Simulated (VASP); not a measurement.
# LiF in VASP: further runs, part 3 of 3

VASP 6.6.1.

## Step 5: Electric field gradients, LDA (volume scaled by 0.95)

The input, INCAR:

```
SYSTEM = LiF
ALGO     = Normal         ! electronic algorithm
EDIFF    = 1E-8           ! SCF threshold, eV
ENCUT    = 520            ! plane-wave cutoff, eV
GGA      = CA             ! functional
ISIF     = 2              ! what is computed and relaxed
ISMEAR   = -1             ! smearing method
LASPH    = .True.         ! aspherical terms in the spheres
LCHARG   = .False.        ! write CHGCAR
LEFG     = .True.       
LREAL    = .False.        ! projectors in reciprocal space
LWAVE    = .False.        ! write WAVECAR
NBANDS   = 12             ! bands
NELM     = 80             ! most SCF steps
PREC     = Accurate       ! precision mode
SIGMA    = 0.03           ! smearing width, eV
```

The input, KPOINTS:

```
k-points
0
Gamma
  10 10 10
  0 0 0
```

The input, POSCAR:

```
LiF
1.0
    0.0000000000      1.9798578110      1.9798578110
    1.9798578110      0.0000000000      1.9798578110
    1.9798578110      1.9798578110      0.0000000000
Li F
1 1
Direct
    0.0000000000      0.0000000000      0.0000000000
    0.5000000000      0.5000000000      0.5000000000
```

Potentials or basis: VASP PAW LDA potentials, release 64 (Li_sv, F).

Launch:

```sh
cat potpaw_LDA.64/Li_sv/POTCAR potpaw_LDA.64/F/POTCAR > POTCAR
mpirun -np 1 vasp_std > vasp.out
```

OUTCAR:

```text
SYSTEM = LiF
   EDIFF = 1E-8
   ENCUT = 520
   GGA = CA
   ISIF = 2
   ISMEAR = -1
   LASPH = .True.
   LREAL = .False.
   NELM = 80
   PREC = Accurate

 ion  position               nearest neighbor table
   1  0.000  0.000  0.000-   2 1.98   2 1.98   2 1.98   2 1.98   2 1.98   2 1.98
   2  0.500  0.500  0.500-   1 1.98   1 1.98   1 1.98   1 1.98   1 1.98   1 1.98

  LATTYP: Found a face centered cubic cell.
 ALAT       =     3.9597156220

  Lattice vectors:

 A1 = (   0.0000000000,   1.9798578110,   1.9798578110)
 A2 = (   1.9798578110,   0.0000000000,   1.9798578110)
 A3 = (   1.9798578110,   1.9798578110,   0.0000000000)

Analysis of symmetry for initial positions (statically):
=====================================================================
 Subroutine PRICEL returns:
 Original cell was already a primitive cell.

 Routine SETGRP: Setting up the symmetry group for a
 face centered cubic supercell.

 Subroutine GETGRP returns: Found 48 space group operations
 (whereof 48 operations were pure point group operations)
 out of a pool of 48 trial point group operations.

The static configuration has the point symmetry O_h .

Analysis of symmetry for dynamics (positions and initial velocities):
=====================================================================
 Subroutine PRICEL returns:
 Original cell was already a primitive cell.

 Routine SETGRP: Setting up the symmetry group for a
 face centered cubic supercell.

 Subroutine GETGRP returns: Found 48 space group operations
 (whereof 48 operations were pure point group operations)
 out of a pool of 48 trial point group operations.

The dynamic configuration has the point symmetry O_h .

[... 165 lines left out ...]
     11      23.4377      0.00000
     12      23.4377      0.00000
[... 331 lines left out ...]
 k-point    24 :       0.4000    0.3000    0.0000
  band No.  band energies     occupation
      1     -40.5389      2.00000
      2     -20.0773      2.00000
      3      -3.5301      2.00000
      4      -1.9443      2.00000
      5      -1.8195      2.00000
      6      12.2530      0.00000
      7      15.6862      0.00000
      8      17.7229      0.00000
      9      19.2717      0.00000
     10      20.3589      0.00000
     11      33.8181      0.00000
     12      34.4642      0.00000

 [... further k-points ...]
[... 5 lines left out ...]
  --------------------------------------------------------------------------------------
  -------------------------------------------------------------------------------------
  Total       -0.3237860     -0.3237860     -0.3237860      0.0000000      0.0000000     -0.0000000
  in kB      -33.4223259    -33.4223259    -33.4223259      0.0000000      0.0000000     -0.0000000
  external PRESSURE =     -33.4223259 kB  Pullay stress =       0.0000000 kB

 VOLUME and BASIS-vectors are now :
 -----------------------------------------------------------------------------
  energy-cutoff  :      520.00
  volume of cell :       15.52
      direct lattice vectors                 reciprocal lattice vectors
     0.000000000  1.979857811  1.979857811    -0.252543388  0.252543388  0.252543388
     1.979857811  0.000000000  1.979857811     0.252543388 -0.252543388  0.252543388
     1.979857811  1.979857811  0.000000000     0.252543388  0.252543388 -0.252543388

 POSITION                                       TOTAL-FORCE (eV/Angst)
 -----------------------------------------------------------------------------------
      0.00000      0.00000      0.00000        -0.000000     -0.000000      0.000000
      1.97986      1.97986      1.97986         0.000000      0.000000     -0.000000
 -----------------------------------------------------------------------------------
    total drift:                               -0.000000     -0.000000      0.000000

  FREE ENERGIE OF THE ION-ELECTRON SYSTEM (eV)
  ---------------------------------------------------
  free  energy   TOTEN  =       -10.4954556839 eV

  energy  without entropy=      -10.4954556839  energy(sigma->0) =      -10.49545568

 Electric field gradients (V/A^2)
---------------------------------------------------------------------
 ion       V_xx      V_yy      V_zz      V_xy      V_xz      V_yz
---------------------------------------------------------------------
   1      -0.000     0.000     0.000     0.001     0.001     0.001
   2      -0.000    -0.000     0.000     0.002     0.002     0.002
---------------------------------------------------------------------

 Electric field gradients after diagonalization (V/A^2)
 (convention: |V_zz| > |V_xx| > |V_yy|)
----------------------------------------------------------------------
 ion       V_xx      V_yy      V_zz     asymmetry (V_yy - V_xx)/ V_zz
----------------------------------------------------------------------
   1      -0.001    -0.001     0.001       0.000
   2      -0.002    -0.002     0.004       0.000
----------------------------------------------------------------------

           NMR quadrupolar parameters

 Cq : quadrupolar parameter    Cq=e*Q*V_zz/h
 eta: asymmetry parameters     (V_yy - V_xx)/ V_zz
 Q  : nuclear electric quadrupole moment in mb (millibarn)
----------------------------------------------------------------------
 ion       Cq(MHz)       eta       Q (mb)
----------------------------------------------------------------------
   1       0.000       0.000       1.000
   2       0.000       0.000       1.000
----------------------------------------------------------------------
```

OSZICAR:

```text
N       E                     dE             d eps       ncg     rms          rms(c)
DAV:   1     0.289194435539E+02    0.28919E+02   -0.52922E+03  1168   0.828E+02
DAV:   2    -0.100356854550E+02   -0.38955E+02   -0.38111E+02  1360   0.187E+02
DAV:   3    -0.109799530775E+02   -0.94427E+00   -0.94219E+00  1464   0.258E+01
DAV:   4    -0.109872256652E+02   -0.72726E-02   -0.72722E-02  1272   0.247E+00
DAV:   5    -0.109872896897E+02   -0.64024E-04   -0.64024E-04  1440   0.180E-01    0.423E+00
DAV:   6    -0.105114645452E+02    0.47583E+00   -0.22076E+00  1236   0.917E+00    0.132E+00
DAV:   7    -0.105007830512E+02    0.10681E-01   -0.15197E-02  1480   0.106E+00    0.783E-01
DAV:   8    -0.104954670493E+02    0.53160E-02   -0.86278E-03  1568   0.988E-01    0.959E-02
DAV:   9    -0.104954423372E+02    0.24712E-04   -0.69337E-04  1264   0.240E-01    0.367E-02
DAV:  10    -0.104954563028E+02   -0.13966E-04   -0.26964E-05  1316   0.381E-02    0.803E-03
DAV:  11    -0.104954557026E+02    0.60018E-06   -0.16407E-06  1456   0.135E-02    0.122E-03
DAV:  12    -0.104954556924E+02    0.10191E-07   -0.25391E-07  1528   0.357E-03    0.716E-04
DAV:  13    -0.104954556839E+02    0.85313E-08   -0.27142E-08  1128   0.140E-03
   1 F= -.10495456E+02 E0= -.10495456E+02  d E =-.165937E-12
```

stdout:

```text
POSCAR found type information on POSCAR LiF
 POSCAR found :  2 types and       2 ions
 scaLAPACK will be used
 LDA part: xc-table for (Slater(with rela. corr.)+CA(PZ))
 , standard interpolation
 POSCAR, INCAR and KPOINTS ok, starting setup
 FFT: planning ... GRIDC
 FFT: planning ... GRID_SOFT
 FFT: planning ... GRID
 WAVECAR not read
 entering main loop
ion   1

ion   2
```

Wall time 18 s (1 thread of AMD EPYC 7R43 (Zen 3), shared host); peak memory 0.08 GiB.

What came out:

```
Free energy            : -10.4955 eV
Band gap on the k mesh : 9.31 eV, direct
```

Caveat: the cutoff is under 1.25 times the usual one of these potentials, so pressure, stress and relaxed cells hold a basis-set (Pulay) error; without QUAD_EFG the Cq values of the log hold for a quadrupole moment of 1 mb, not for the nuclei. A k mesh can miss the band edges.

## Step 6: Overview

```tsv
cell	gap on the mesh (eV)
a = 2.904 Å, angles 60.0°, 2 atoms	8.33
a = 2.806, b = 2.806, c = 2.763 Å, angles 60.5, 60.5, 59.0°, 2 atoms	9.35
a = 2.848 Å, angles 60.0°, 2 atoms	8.83
a = 2.800 Å, angles 60.0°, 2 atoms	9.31
```

Alike in all rows: task electric field gradients; level LDA; potentials or basis VASP PAW LDA potentials, release 64 (Li_sv, F); no spin polarisation; k mesh 10 × 10 × 10; cutoff (eV) 520; smearing fermi-dirac 0.03 eV.

Caveats: the cutoff is under 1.25 times the usual one of these potentials, so pressure, stress and relaxed cells hold a basis-set (Pulay) error.

Total energies depend on the potentials used, so only differences within one code and one set of settings carry meaning.
